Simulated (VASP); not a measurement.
# Ca: single point with PBEsol

Ca:

```
Ca
1.0
     4.07100    0.00000    0.00000
     0.00000    4.07100    0.00000
     0.00000    0.00000    8.94100
Ca
2
Direct
  0.00000 0.50000 0.16000
  0.50000 0.00000 0.84000
```

```yaml
Program: VASP 6.6.1
Task: single point
Functional: PBEsol
Potentials_or_basis: VASP PAW PBE potentials, release 64 (Ca_sv)
Cutoff: 520 eV
k_mesh: 6 × 6 × 2
Occupations: methfessel-paxton, width 0.05 eV
Spin: no spin polarisation
```

The pressure is -2.0 GPa and the largest force is 0.204 eV/Å. The band gap on the k mesh is zero (bands 10 and 11 overlap by 0.39 eV).

Forces on the atoms (eV/Å):
```
Ca   0.000  0.000 -0.204
Ca   0.000  0.000  0.204
```

Stress tensor (GPa, compression positive):
```
-2.22  0.00  0.00
 0.00 -2.22  0.00
 0.00  0.00 -1.46
```

Levels at points of the mesh, in eV from the Fermi level:
```csv
k point,band 6,band 7,band 8,band 9,band 10,band 11,band 12,band 13,band 14,band 15
"(0.00, 0.00, 0.00)",-23.68,-23.66,-23.66,-3.35,-1.45,-0.22,0.62,1.37,1.52,2.07
"(0.50, 0.00, 0.00)",-23.71,-23.67,-23.67,-1.17,-1.17,0.46,0.46,1.06,1.06,2.01
"(0.50, 0.50, 0.00)",-23.72,-23.70,-23.70,-0.05,-0.05,0.39,0.39,1.69,1.69,1.84
"(0.00, 0.00, 0.50)",-23.68,-23.66,-23.66,-3.26,-1.87,0.44,0.63,1.36,1.36,2.09
"(0.50, 0.00, 0.50)",-23.71,-23.67,-23.67,-1.12,-1.12,0.22,0.22,1.33,1.33,1.90
"(0.50, 0.50, 0.50)",-23.72,-23.70,-23.70,-0.01,-0.01,0.40,0.40,1.56,1.56,2.01
```

It took 59 s on 1 thread of Intel Xeon 8259CL, on a shared host, peak memory 0.24 GiB.

Caveat: the PAW data sets were made with another functional, which shifts forces and pressure a little.
